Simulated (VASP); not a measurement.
Wanted: the native input for a VASP 6.6.1 run.

- Task: single point
- Functional: r2SCAN0
- Potentials or basis: VASP PAW PBE potentials, release 64 (Zr_sv, C)
- Cutoff: 520 eV
- k mesh: 5 × 5 × 5
- Occupations: fermi-dirac, width 0.05 eV
- Spin: no spin polarisation
- Dipole correction: no
- Grid for exact exchange (PRECFOCK): Normal
- Further INCAR settings: ALGO = Normal; EDIFF = 1e-06; NBANDS = 15

The system is ZrC.

```xyz
2
Lattice="0.0000 2.5455 2.5455 2.5455 0.0000 2.5455 2.5455 2.5455 0.0000" Properties=species:S:1:pos:R:3 pbc="T T T"
Zr    2.5455    2.5455    2.5455
C     3.8183    3.8183    3.8183
```

The input as run:

POSCAR

```
ZrC
1.0
    0.0000000000      2.5455200000      2.5455200000
    2.5455200000      0.0000000000      2.5455200000
    2.5455200000      2.5455200000      0.0000000000
Zr C
1 1
Direct
    0.5000000000      0.5000000000      0.5000000000
    0.7500000000      0.7500000000      0.7500000000
```

INCAR.step1

```
SYSTEM = ZrC
PREC     = Accurate       ! precision mode
ENCUT    = 520            ! plane-wave cutoff, eV
EDIFF    = 1E-5           ! SCF threshold, eV
ISMEAR   = -1             ! smearing method
SIGMA    = 0.05           ! smearing width, eV
LREAL    = .FALSE.        ! projectors in reciprocal space
LASPH    = .TRUE.         ! aspherical terms in the spheres
NELM     = 60             ! most SCF steps
ALGO     = Normal         ! electronic algorithm
ISIF     = 2              ! what is computed and relaxed
LWAVE    = .TRUE.         ! write WAVECAR
LCHARG   = .FALSE.        ! write CHGCAR
GGA      = PE             ! functional
NBANDS   = 15             ! bands
```

INCAR.step2

```
SYSTEM = ZrC
PREC     = Accurate       ! precision mode
ENCUT    = 520            ! plane-wave cutoff, eV
EDIFF    = 1E-6           ! SCF threshold, eV
ISMEAR   = -1             ! smearing method
SIGMA    = 0.05           ! smearing width, eV
LREAL    = .FALSE.        ! projectors in reciprocal space
LASPH    = .TRUE.         ! aspherical terms in the spheres
NELM     = 60             ! most SCF steps
ALGO     = Normal         ! electronic algorithm
ISIF     = 2              ! what is computed and relaxed
LWAVE    = .FALSE.        ! write WAVECAR
LCHARG   = .FALSE.        ! write CHGCAR
METAGGA  = R2SCAN         ! meta-GGA
LHFCALC  = .TRUE.         ! exact exchange
AEXX     = 0.25           ! exact-exchange fraction
LMIXTAU  = .TRUE.       
PRECFOCK = Normal       
ISTART   = 1            
NBANDS   = 15             ! bands
```

KPOINTS

```
Automatic mesh
0
G
  5 5 5
  0 0 0
```

Potentials or basis: VASP PAW PBE potentials, release 64 (Zr_sv, C).

Command:

```bash
$ cat potpaw_PBE.64/Zr_sv/POTCAR potpaw_PBE.64/C/POTCAR > POTCAR
$ cp INCAR.step1 INCAR
$ mpirun -np 1 vasp_std > vasp.out
$ cp INCAR.step2 INCAR
$ mpirun -np 1 vasp_std > vasp.out
```

Results of the run:

The pressure is -1.2 GPa. The band gap on the k mesh is 2.36 eV, direct.

Caveat: the k points lie up to 0.43 Å⁻¹ apart; the PAW data sets were made with another functional, which shifts forces and pressure a little.

It took 9.3 min on 1 thread of AMD EPYC 7R13 Processor (Zen 3), with other jobs on the host, peak memory 0.14 GiB.
